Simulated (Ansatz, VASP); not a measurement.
Two plane-wave programs on La

The input INCAR:

```
SYSTEM = La
ALGO = Fast
EDIFF = 1E-6
ENCUT = 520
GGA = PS
ISIF = 2
ISMEAR = 0
LASPH = .True.
LCHARG = .False.
LREAL = .False.
LWAVE = .False.
NBANDS = 30
NELM = 100
PREC = Accurate
SIGMA = 0.15
```

Contents of KPOINTS:

```
k-points
0
Gamma
  12 12 4
  0 0 0
```

POSCAR

```
La
1.0
    3.6979000000      0.0000000000      0.0000000000
   -1.8489500000      3.2024753407      0.0000000000
    0.0000000000      0.0000000000     12.2730000000
La
4
Direct
    0.0000000000      0.0000000000      0.0000000000
    0.0000000000      0.0000000000      0.5000000000
    0.3333333333      0.6666666667      0.2500000000
    0.6666666667      0.3333333333      0.7500000000
```

Input for Ansatz:

```yaml
crystal:
  lattice:
    - [3.6979, 0.0, 0.0]
    - [-1.84895, 3.2024753407, 0.0]
    - [0.0, 0.0, 12.273]
  atoms:
    - { symbol: La, position: [0.0, 0.0, 0.0] }
    - { symbol: La, position: [0.0, 0.0, 0.5] }
    - { symbol: La, position: [0.3333333333, 0.6666666667, 0.25] }
    - { symbol: La, position: [0.6666666667, 0.3333333333, 0.75] }
basis:
  ecutwfc: 420
kpoints:
  mp_grid: { grid: [12, 12, 4] }
hamiltonian:
  xc: pbesol
scf:
  occupations: { method: gaussian, width: 0.15 }
output:
  forces: true
  stress: true
  eigenvalues: true
```

Alike in both runs: task single point; functional PBEsol; k mesh 12 × 12 × 4; occupations gaussian, width 0.15 eV; no spin polarisation.

```csv
,VASP,Ansatz
version,VASP 6.6.1,Ansatz 0.2.0
potentials or method,"VASP PAW PBE potentials, release 64 (La), cutoff 520 eV","scalar-relativistic, plane waves, PAW"
valence electrons in the cell,44,44
```

```tsv
	VASP	Ansatz	Ansatz less VASP
gap on the k mesh at the Fermi level (eV)	none	none	-
pressure (GPa)	-1.5	-1.6	-0.06
traceless stress, the component that is largest in VASP (GPa)	-1.01	-1.01	-0.002
```

VASP's potentials were made for PBE, not for PBEsol. A gap of «none» marks a metal or a gap that the smearing closes. The functional is the same, so the differences come from potentials, cutoffs and numerics.

Neither program's run includes spin-orbit coupling.
